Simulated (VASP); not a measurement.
Write the native input for VASP 6.6.1 that does the following.

```yaml
Task: single point
Functional: r2SCAN
Potentials_or_basis: VASP PAW PBE potentials, release 64 (Se)
Cutoff: 550 eV
k_mesh: 18 × 18 × 18
Occupations: gaussian, width 0.1 eV
Spin: no spin polarisation
Dipole_correction: no
Further_INCAR_settings: ALGO = Normal; EDIFF = 1e-06; NBANDS = 9
```

The system is Se.

```
CELL_PARAMETERS angstrom
-1.71585 1.71585 1.71585
1.71585 -1.71585 1.71585
1.71585 1.71585 -1.71585
ATOMIC_POSITIONS crystal
Se 0.00000 0.00000 0.00000
```

This cell differs from its parent crystal: strained.

One way to write it, as run:

POSCAR

```
Se
1.0
   -1.7158497208      1.7158497208      1.7158497208
    1.7158497208     -1.7158497208      1.7158497208
    1.7158497208      1.7158497208     -1.7158497208
Se
1
Direct
    0.0000000000      0.0000000000      0.0000000000
```

INCAR.step1

```
SYSTEM = Se
ALGO     = Normal         ! electronic algorithm
EDIFF    = 1E-5           ! SCF threshold, eV
ENCUT    = 550            ! plane-wave cutoff, eV
GGA      = PE             ! functional
GGA_COMPAT= .False.      
ISMEAR   = 0              ! smearing method
LASPH    = .True.         ! aspherical terms in the spheres
LCHARG   = .False.        ! write CHGCAR
LREAL    = .False.        ! projectors in reciprocal space
LWAVE    = .True.         ! write WAVECAR
NBANDS   = 9              ! bands
NELM     = 120            ! most SCF steps
PREC     = Accurate       ! precision mode
SIGMA    = 0.1            ! smearing width, eV
```

INCAR.step2

```
SYSTEM = Se
ALGO     = Normal         ! electronic algorithm
EDIFF    = 1E-6           ! SCF threshold, eV
ENCUT    = 550            ! plane-wave cutoff, eV
GGA_COMPAT= .False.      
ISIF     = 2              ! what is computed and relaxed
ISMEAR   = 0              ! smearing method
ISTART   = 1            
LASPH    = .True.         ! aspherical terms in the spheres
LCHARG   = .False.        ! write CHGCAR
LMIXTAU  = .True.       
LREAL    = .False.        ! projectors in reciprocal space
LWAVE    = .False.        ! write WAVECAR
METAGGA  = R2SCAN         ! meta-GGA
NBANDS   = 9              ! bands
NELM     = 120            ! most SCF steps
PREC     = Accurate       ! precision mode
SIGMA    = 0.1            ! smearing width, eV
```

KPOINTS

```
k-points
0
Gamma
  18 18 18
  0 0 0
```

Potentials or basis: VASP PAW PBE potentials, release 64 (Se).

The run is started by

```console
$ cat potpaw_PBE.64/Se/POTCAR > POTCAR
$ cp INCAR.step1 INCAR
$ mpirun -np 1 vasp_std > vasp.out
$ cp INCAR.step2 INCAR
$ mpirun -np 1 vasp_std > vasp.out
```

It gave:

```json
{
  "Pressure": "0.0 GPa",
  "Band gap on the k mesh": "zero (bands 3 and 4 overlap by 6.57 eV)"
}
```

Caveat: the cell differs from its parent crystal (strained); the PAW data sets were made with another functional, which shifts forces and pressure a little.

It took 2 min on 1 thread of AMD EPYC 7R43 64-Core Processor (Zen 3), with other jobs on the host, peak memory 0.14 GiB.
